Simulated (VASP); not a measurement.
# FeNi2O6 (C2) in VASP: single point with LDA

Aim: the single point of FeNi2O6 with LDA.

Everything below comes from runs of VASP 6.6.1. Logs are shortened: lines on timing, memory, paths and dates and some standing lists are left out, and cuts for length are marked.

**1. The cell of the first run**

It takes space group C2 (No. 5, monoclinic). The conventional cell has a = 8.946 Å, b = 3.413 Å, c = 6.363 Å, α = 90.00°, β = 111.55°, γ = 90.00°. Within 2.2 Å of O (site symmetry 1) lie 1 Ni at 1.63 Å and 1 Fe at 1.92 Å. Within 2.4 Å of O (site symmetry 1) lie 3 Ni at 1.77 to 2.04 Å and 2 O at 2.32 Å. Within 2.3 Å of O (site symmetry 1) lie 1 Ni at 1.65 Å and 2 Fe at 2.00 to 2.27 Å. Fe (site symmetry 2) has 6 O at 1.92 to 2.27 Å within 2.6 Å. Ni (site symmetry 1) has 5 O at 1.63 to 2.04 Å within 2.2 Å.

**2. Single point, LDA**

POSCAR reads:

```
FeNi2O6
1.0
    0.0000000000      3.4129750400      0.0000000000
    4.4728744600     -1.7064870200      0.0000000000
    2.3373166000      0.0000000000     -5.9184623300
O Fe Ni
6 1 2
Direct
    0.9950000000      0.9400000000      0.7160000000
    0.0550000000      0.0600000000      0.2840000000
    0.7030000000      0.3840000000      0.4320000000
    0.3190000000      0.6160000000      0.5680000000
    0.7030000000      0.3040000000      0.8910000000
    0.3990000000      0.6960000000      0.1090000000
    0.0000000000      0.0000000000      0.0000000000
    0.8260000000      0.6180000000      0.6530000000
    0.2080000000      0.3820000000      0.3470000000
```

INCAR.step1 reads:

```
PREC = Accurate
ENCUT = 520
EDIFF = 1E-7
ISMEAR = -1
SIGMA = 0.1
LREAL = F
LASPH = T
NELM = 100
ALGO = Normal
ISIF = 2
LWAVE = F
LCHARG = T
LMAXMIX = 4
NBANDS = 42
ISYM = 0
```

KPOINTS.step1 reads:

```
Automatic mesh
0
Gamma
  7 6 4
```

INCAR.step2 reads:

```
PREC = Accurate
ENCUT = 520
EDIFF = 1E-7
ISMEAR = -5
SIGMA = 0.1
LREAL = F
LASPH = T
NELM = 100
ALGO = Normal
ISIF = 2
LWAVE = F
LCHARG = F
LMAXMIX = 4
LORBIT = 10
NEDOS = 2001
ICHARG = 11
ISYM = 0
```

KPOINTS.step2 reads:

```
Automatic mesh
0
Gamma
  11 9 6
```

Potentials or basis: VASP PAW LDA potentials, release 64 (O, Fe, Ni).

Launch:

```console
$ cat potpaw_LDA.64/O/POTCAR potpaw_LDA.64/Fe/POTCAR potpaw_LDA.64/Ni/POTCAR > POTCAR
$ cp INCAR.step1 INCAR
$ cp KPOINTS.step1 KPOINTS
$ mpirun -np 1 vasp_std > vasp.out
$ cp INCAR.step2 INCAR
$ cp KPOINTS.step2 KPOINTS
$ mpirun -np 1 vasp_std > vasp.out
```

OUTCAR:

```text
PREC = Accurate
   ENCUT = 520
   EDIFF = 1E-7
   ISMEAR = -5
   LREAL = F
   LASPH = T
   NELM = 100
   ISIF = 2
   LORBIT = 10
   ICHARG = 11
   ISYM = 0

 ion  position               nearest neighbor table
   1  0.995  0.940  0.716-   8 1.63   7 1.92   9 2.45
   2  0.055  0.060  0.284-   9 1.63   7 1.92   8 2.45
   3  0.703  0.384  0.432-   9 1.77   9 1.81   8 2.04
   4  0.319  0.616  0.568-   8 1.77   8 1.81   9 2.04
   5  0.703  0.304  0.891-   8 1.65   7 2.00   7 2.27
   6  0.399  0.696  0.109-   9 1.65   7 2.00   7 2.27
   7  0.000  0.000  0.000-   1 1.92   2 1.92   5 2.00   6 2.00   6 2.27   5 2.27
   8  0.826  0.618  0.653-   1 1.63   5 1.65   4 1.77   4 1.81   3 2.04   2 2.45   9 3.05   9 3.05

   9  0.208  0.382  0.347-   2 1.63   6 1.65   3 1.77   3 1.81   4 2.04   1 2.45   8 3.05   8 3.05

IMPORTANT INFORMATION: All symmetrisations will be switched off!
NOSYMM: (Re-)initialisation of all symmetry stuff for point group C_1.

----------------------------------------------------------------------------------------

                                     Primitive cell

  volume of cell :      90.3501

  direct lattice vectors                    reciprocal lattice vectors
     0.000000000  3.412975040  0.000000000     0.111784907  0.292999506  0.044146047
     4.472874460 -1.706487020  0.000000000     0.223569879  0.000000000  0.088292120
     2.337316600  0.000000000 -5.918462330     0.000000000  0.000000000 -0.168962806

  length of vectors
     3.412975040  4.787348315  6.363273155     0.316691410  0.240372605  0.168962806

  position of ions in fractional coordinates (direct lattice)
     0.995000000  0.940000000  0.716000000
     0.055000000  0.060000000  0.284000000
     0.703000000  0.384000000  0.432000000
     0.319000000  0.616000000  0.568000000
     0.703000000  0.304000000  0.891000000
     0.399000000  0.696000000  0.109000000
     0.000000000  0.000000000  0.000000000
     0.826000000  0.618000000  0.653000000
     0.208000000  0.382000000  0.347000000

  ion indices of the primitive-cell ions
   primitive index   ion index
                 1           1
                 2           2
                 3           3
                 4           4
                 5           5
                 6           6
                 7           7
                 8           8
                 9           9

----------------------------------------------------------------------------------------

 KPOINTS: Automatic mesh

Automatic generation of k-mesh.
 Grid dimensions read from file:
 generate k-points for:   11    9    6

 Generating k-lattice:

  Cartesian coordinates                     Fractional coordinates (reciprocal lattice)
     0.010162264  0.026636319  0.004013277     0.090909091  0.000000000  0.000000000
     0.024841098  0.000000000  0.009810236     0.000000000  0.111111111  0.000000000
     0.000000000  0.000000000 -0.028160468     0.000000000  0.000000000  0.166666667

  Length of vectors
     0.028790128  0.026708067  0.028160468

  Shift w.r.t. Gamma in fractional coordinates (k-lattice)
     0.000000000  0.000000000  0.000000000

 -----------------------------------------------------------------------------
|                                                                             |
|           W    W    AA    RRRRR   N    N  II  N    N   GGGG   !!!           |
|           W    W   A  A   R    R  NN   N  II  NN   N  G    G  !!!           |
|           W    W  A    A  R    R  N N  N  II  N N  N  G       !!!           |
|           W WW W  AAAAAA  RRRRR   N  N N  II  N  N N  G  GGG   !            |
|           WW  WW  A    A  R   R   N   NN  II  N   NN  G    G                |
|           W    W  A    A  R    R  N    N  II  N    N   GGGG   !!!           |
|                                                                             |
|     Your reciprocal lattice and k-lattice belong to different lattice       |
|     classes:                                                                |
|                                                                             |
|        The reciprocal lattice is base-centered monoclinic,                  |
|        whereas your k-lattice is triclinic.                                 |
|                                                                             |
|     Results are often still useful ...                                      |
|                                                                             |
 -----------------------------------------------------------------------------

 WARNING: IBZKPT: internal override: KBLOWUP is changed to .FALSE.
      ... skipping the blow-up phase ...

 TETIRR: Found   1780 inequivalent tetrahedra from     3564

 Subroutine IBZKPT returns following result:
 ===========================================

 Found    298 irreducible k-points:

 Following reciprocal coordinates:
            Coordinates               Weight
  0.000000  0.000000  0.000000      1.000000
  0.090909  0.000000  0.000000      2.000000
  0.181818  0.000000 -0.000000      2.000000
  0.272727 -0.000000 -0.000000      2.000000
  0.363636  0.000000  0.000000      2.000000
  0.454545  0.000000 -0.000000      2.000000
[... 16 lines left out ...]
  0.454545  0.222222 -0.000000      2.000000
 -0.454545  0.222222  0.000000      2.000000
 [... further k-points ...]
   k-points           NKPTS =    298   k-points in BZ     NKDIM =    298   number of bands    NBANDS=     38
   number of dos      NEDOS =   2001   number of ions     NIONS =      9
   total plane-waves  NPLWV =  48384
   dimension x,y,z NGX =    28 NGY =   36 NGZ =   48
   dimension x,y,z NGXF=    56 NGYF=   72 NGZF=   96
   ions per type =               6   1   2
   NGX,Y,Z   is equivalent  to a cutoff of  13.64, 12.50, 12.54 a.u.
   NGXF,Y,Z  is equivalent  to a cutoff of  27.28, 25.00, 25.08 a.u.
 SYSTEM =  unknown system
   PREC   = accura    normal or accurate (medium, high low for compatibility)
   ISTART =      0    job   : 0-new  1-cont  2-samecut
   ICHARG =     11    charge: 1-file 2-atom 10-const
   ISPIN  =      1    spin polarized calculation?
   LNONCOLLINEAR =      F non collinear calculations
   LSORBIT =      F    spin-orbit coupling
   LASPH  =      T    aspherical Exc in radial PAW
   ENCUT  =  520.0 eV  38.22 Ry    6.18 a.u.   6.35  8.90 11.83*2*pi/ulx,y,z
   NELM   =    100;   NELMIN=  2; NELMDL=  0     # of ELM steps
   EDIFF  = 0.1E-06   stopping-criterion for ELM
   LREAL  =      F    real-space projection
   EDIFFG = 0.1E-05   stopping-criterion for IOM
   NSW    =      0    number of steps for IOM
   IBRION =     -1    ionic relax: 0-MD 1-quasi-New 2-CG
   NFREE  =      0    steps in history (QN), initial steepest desc. (CG)
   ISIF   =      2    stress and relaxation
   ISYM   =      0    0-nonsym 1-usesym 2-fastsym
   POTIM  = 0.5000    time-step for ionic-motion
   TEBEG  =    0.0;   TEEND  =   0.0 temperature during run
   PSTRESS=    0.0 pullay stress
   NELECT =      64.0000    total number of electrons
   NUPDOWN=      -1.0000    fix difference up-down
   EMIN   =  10.00;   EMAX   =-10.00  energy-range for DOS
   EFERMI =   0.00;   METHOD = LEGACY
   ISMEAR =    -5;   SIGMA  =   0.10  broadening in eV -4-tet -1-fermi 0-gaus
   EFERMI_NEDOS =   21; number of points for ismear=-14 and -15
   IALGO  =     38    algorithm
   IMIX   =      4    mixing-type and parameters
     AMIX     =   0.40;   BMIX     =  1.00
     AMIX_MAG =   1.60;   BMIX_MAG =  1.00
  volume/ion in A,a.u.               =      10.04        67.75
  Fermi-wavevector in a.u.,A,eV,Ry     =   1.459347  2.757766 28.976244  2.129694
  Thomas-Fermi vector in A             =   2.575925
   LORBIT       =     10    0 simple, 1 ext, 2 COOP (PROOUT), +10 PAW based schemes
   GGA     = CA    functional components
   LHFCALC =     F    Hartree Fock is set to
   AEXX    =    0.0000 exact exchange contribution
   IVDW    =     0    specifies the selected vdW correction
   LEPSILON=     F    determine dielectric tensor
   LRPA    =     F    only Hartree local field effects (RPA)
 non-spin polarized calculation
 Fermi weights with tetrahedron method with Bloechl corrections
  energy-cutoff  :      520.00
  volume of cell :       90.35
 maximum number of plane-waves:      2464
 NGX is ok and might be reduce to    28

 number of electron      64.0000017 magnetization

 Free energy of the ion-electron system (eV)
  ---------------------------------------------------
  ext. energy  EPLUGINS =         0.00000000
  ---------------------------------------------------
  free energy    TOTEN  =       -60.11201917 eV

  energy without entropy =      -60.11201917  energy(sigma->0) =      -60.11201917

 E-fermi :   3.2323     XC(G=0): -11.8636

 val. band max:        3.2515902663   @ k =  -0.1818   0.4444   0.3333
 cond. band min:       3.2230422846   @ k =  -0.4545   0.4444   0.1667
 fundamental gap:     -0.0285479817
 Fermi energy:         3.2323440958

 k-point     1 :       0.0000    0.0000    0.0000
  band No.  band energies     occupation
      1     -16.3261      2.00000
      2     -14.8736      2.00000
      3     -14.7351      2.00000
      4     -14.4217      2.00000
      5     -14.3133      2.00000
      6     -13.9359      2.00000
[... 30 lines left out ...]
     37       4.4126      0.00000
     38       4.8765      0.00000
[... 941 lines left out ...]
     37       4.5195      0.00000
     38       4.6424      0.00000

 [... further k-points ...]

------------------------ aborting loop because EDIFF is reached ----------------------------------------

  FORCE on cell =-STRESS in cart. coord.  units (eV):
  Direction    XX          YY          ZZ          XY          YZ          ZX
  --------------------------------------------------------------------------------------
  -------------------------------------------------------------------------------------
  Total        3.2590511     -9.7520699     -4.3960790      0.0001706      0.0005248      4.4519476
  in kB       57.7927087   -172.9333197    -77.9556073      0.0030259      0.0093063     78.9463257
  external PRESSURE =     -64.3654061 kB  Pullay stress =       0.0000000 kB

 VOLUME and BASIS-vectors are now :
 -----------------------------------------------------------------------------
  energy-cutoff  :      520.00
  volume of cell :       90.35
      direct lattice vectors                 reciprocal lattice vectors
     0.000000000  3.412975040  0.000000000     0.111784907  0.292999506  0.044146047
     4.472874460 -1.706487020  0.000000000     0.223569879  0.000000000  0.088292120
     2.337316600  0.000000000 -5.918462330     0.000000000  0.000000000 -0.168962806

 POSITION                                       TOTAL-FORCE (eV/Angst)
 -----------------------------------------------------------------------------------
      5.87802      1.79181     -4.23762         4.012210     -0.031458     -3.193755
      0.93217      0.08532     -1.68084        -4.009567     -0.032751      3.193361
      2.72730      1.74403     -2.55678        -0.159435      0.590935     -0.130326
      4.08289      0.03754     -3.36169         0.160028      0.593704      0.130427
      3.44230      1.88055     -5.27335        -2.925171      0.329423     -3.627064
      3.36789      0.17406     -0.64511         2.927518      0.326170      3.627950
      0.00000      0.00000      0.00000        -0.002378     -0.932867      0.001627
      4.29050      1.76451     -3.86476        -1.641901     -0.424012      4.011654
      2.51969      0.05802     -2.05371         1.638697     -0.419143     -4.013874
 -----------------------------------------------------------------------------------
    total drift:                                0.000294      0.004354      0.000234

  FREE ENERGIE OF THE ION-ELECTRON SYSTEM (eV)
  ---------------------------------------------------
  free  energy   TOTEN  =       -60.1120191661 eV

  energy  without entropy=      -60.1120191661  energy(sigma->0) =      -60.11201917

 total charge

# of ion       s       p       d       tot
------------------------------------------
    1        1.583   3.314   0.000   4.897
    2        1.583   3.314   0.000   4.897
    3        1.584   3.343   0.000   4.926
    4        1.584   3.343   0.000   4.926
    5        1.574   3.314   0.000   4.889
    6        1.574   3.314   0.000   4.889
    7        0.335   0.465   6.095   6.895
    8        0.598   0.950   8.360   9.908
    9        0.598   0.950   8.360   9.909
--------------------------------------------------
tot         11.014  22.307  22.814  56.135
```

Run time: 21 min. Hardware: 1 thread of AMD EPYC 7R13 (Zen 3), shared host; peak memory 0.82 GiB.

What came out:

* Valence electrons inside the program's atomic spheres: O 4.90, 4.93, 4.89 (each value once); Fe 6.89; Ni 9.91

Caveat: the run has no spin polarisation, though such a crystal can be magnetic; semilocal functionals often make such compounds metallic where correlation or magnetic order opens a gap, which also shifts bond lengths.
